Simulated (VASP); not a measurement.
PtSe2, 3 atoms in the cell. Symmetry: P-3m1, No. 164, trigonal system. The conventional cell has a = 3.719 Å, b = 3.719 Å, c = 5.638 Å, α = 90.00°, β = 90.00°, γ = 120.00°. Pt (site symmetry -3m) has 6 Se at 2.51 Å within 3.3 Å. Se (site symmetry 3m) has 3 Pt at 2.51 Å and 3 Se at 3.38 Å within 3.4 Å. 

```yaml
Program: VASP 6.6.1
Task: single point
Functional: r2SCAN
Potentials_or_basis: VASP PAW PBE potentials, release 64 (Pt, Se)
Cutoff: 520 eV
k_mesh: 12 × 12 × 6
Occupations: gaussian, width 0.02 eV
Spin: no spin polarisation
Dipole_correction: no
Further_INCAR_settings: ALGO = Normal; EDIFF = 1e-06; NBANDS = 18
```

Potentials or basis: VASP PAW PBE potentials, release 64 (Pt, Se).

Command:

```bash
$ cat potpaw_PBE.64/Pt/POTCAR potpaw_PBE.64/Se/POTCAR > POTCAR
$ cp INCAR.step1 INCAR
$ mpirun -np 1 vasp_std > vasp.out
$ cp INCAR.step2 INCAR
$ mpirun -np 1 vasp_std > vasp.out
```

Hardware: 1 thread of Intel(R) Xeon(R) 6975P-C (Granite Rapids) (shared host).

Problem. How long does it take, and how much memory?

Solution. Run time: 3.4 min on 1 thread of Intel(R) Xeon(R) 6975P-C (Granite Rapids), on a shared host, peak memory 0.27 GiB. Counts: k points 100.
